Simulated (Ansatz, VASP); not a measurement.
# AlAs: VASP beside Ansatz

Contents of INCAR:

```
PREC     = Accurate       # precision mode
ENCUT    = 500            # plane-wave cutoff, eV
EDIFF    = 1E-6           # SCF threshold, eV
ISMEAR   = 0              # smearing method
SIGMA    = 0.01           # smearing width, eV
LREAL    = F              # projectors in reciprocal space
LASPH    = T              # aspherical terms in the spheres
NELM     = 120            # most SCF steps
ALGO     = Normal         # electronic algorithm
ISIF     = 2              # what is computed and relaxed
LWAVE    = F              # write WAVECAR
LCHARG   = F              # write CHGCAR
GGA      = PE             # functional
NBANDS   = 11             # bands
GGA_COMPAT= F
```

Contents of KPOINTS:

```
regular mesh
0
Gamma
  6 6 6
```

POSCAR

```
AlAs
1.0
    0.0000000000      2.8389246376      2.8389246376
    2.8389246376      0.0000000000      2.8389246376
    2.8389246376      2.8389246376      0.0000000000
Al As
1 1
Direct
    0.0000000000      0.0000000000      0.0000000000
    0.2500000000      0.2500000000      0.2500000000
```

Input for Ansatz:

```yaml
crystal:
  lattice:
    - [0.0, 2.8389246376, 2.8389246376]
    - [2.8389246376, 0.0, 2.8389246376]
    - [2.8389246376, 2.8389246376, 0.0]
  atoms:
    - { symbol: Al, position: [0.0, 0.0, 0.0] }
    - { symbol: As, position: [0.25, 0.25, 0.25] }
kpoints:
  mp_grid: { grid: [6, 6, 6] }
hamiltonian:
  xc: pbe
scf:
  occupations: { method: fixed }
output:
  optics:
    e_range: [0, 13]
    de: 0.05
    sigma: 0.1
    bands: { spectra_wanted_up_to: 13 }
    scissors: 0.928
```

Alike in both runs: task single point; functional PBE; k mesh 6 × 6 × 6; no spin polarisation.

```csv
,VASP,Ansatz
version,VASP 6.6.1,Ansatz 0.2.0
potentials or method,"VASP PAW PBE potentials, release 64 (Al, As)","plane waves, PAW"
plane-wave cutoff (eV),500,420
occupations,"gaussian, width 0.01 eV",fixed
valence electrons in the cell,8,18
```

```csv
,VASP,Ansatz,Ansatz less VASP
gap on the k mesh at the Fermi level (eV),1.45,1.46,+0.010
```

VASP's potentials hold 8 valence electrons a cell and Ansatz's 18, so a difference there can come from the potentials and not from the codes.
